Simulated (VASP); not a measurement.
Here is a VASP 6.6.1 calculation.

File INCAR:

```
  PREC = Accurate
  ENCUT = 520
  EDIFF = 1E-6
  ISMEAR = 0
  SIGMA = 0.15
  LREAL = F
  LASPH = T
  NELM = 150
  ALGO = Normal
  ISIF = 2
  LWAVE = F
  LCHARG = F
  ISPIN = 2
  MAGMOM = 0.375 0.375
  LORBIT = 11
  NUPDOWN = 0.75
  LMAXMIX = 4
  GGA = CA
  NBANDS = 26
```

The input KPOINTS:

```
Automatic mesh
0
Gamma
  21 21 12
```

The input POSCAR:

```
Rh
1.0
    2.5588111912      0.0000000000      0.0000000000
   -1.2794055956      2.2159954951      0.0000000000
    0.0000000000      0.0000000000      4.1200539690
Rh
2
Direct
    0.6666666667      0.3333333333      0.7500000000
    0.3333333333      0.6666666667      0.2500000000
```

Potentials or basis: VASP PAW LDA potentials, release 64 (Rh_pv).

Command:

```sh
$ cat potpaw_LDA.64/Rh_pv/POTCAR > POTCAR
$ mpirun -np 1 vasp_std > vasp.out
```

Problem. Predict the pressure.

Solution. 58.3 GPa.

Stress tensor (GPa, compression positive):
```
57.57  0.00  0.00
 0.00 57.57  0.00
 0.00  0.00 59.80
```

Caveat: the cell stands under pressure; the total moment is fixed, so each spin has its own Fermi level and the state may be an excited one.
